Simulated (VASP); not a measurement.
Crystal: Pt.

```
CELL_PARAMETERS angstrom
0.00000 1.97158 1.97158
1.97158 0.00000 1.97158
1.97158 1.97158 0.00000
ATOMIC_POSITIONS crystal
Pt 0.00000 0.00000 0.00000
```

Base run:

* Program: VASP 6.6.1
* Functional: PBE
* Potentials or basis: VASP PAW PBE potentials, release 64 (Pt)
* Cutoff: 520 eV
* k mesh: 16 × 16 × 16
* Occupations: fermi-dirac, width 0.05 eV
* Spin: no spin polarisation

Its results: band gap on the k mesh zero (bands 5 and 6 overlap by 2.17 eV); pressure 4.8 GPa.

Task: The run is repeated on the same cell with these changes: functional from PBE to PBEsol. What comes out?

Result: Band gap on the k mesh zero (bands 5 and 6 overlap by 2.16 eV); pressure -5.7 GPa.

PBEsol binds more tightly than PBE, so the same cell stands under less pressure.

Caveats: spin-orbit coupling is left out, which moves the levels of the heavy elements; the cell stands under pressure (at least some runs); the cell stands under tension (at least some runs); the PAW data sets were made with another functional, which shifts forces and pressure a little (at least some runs).
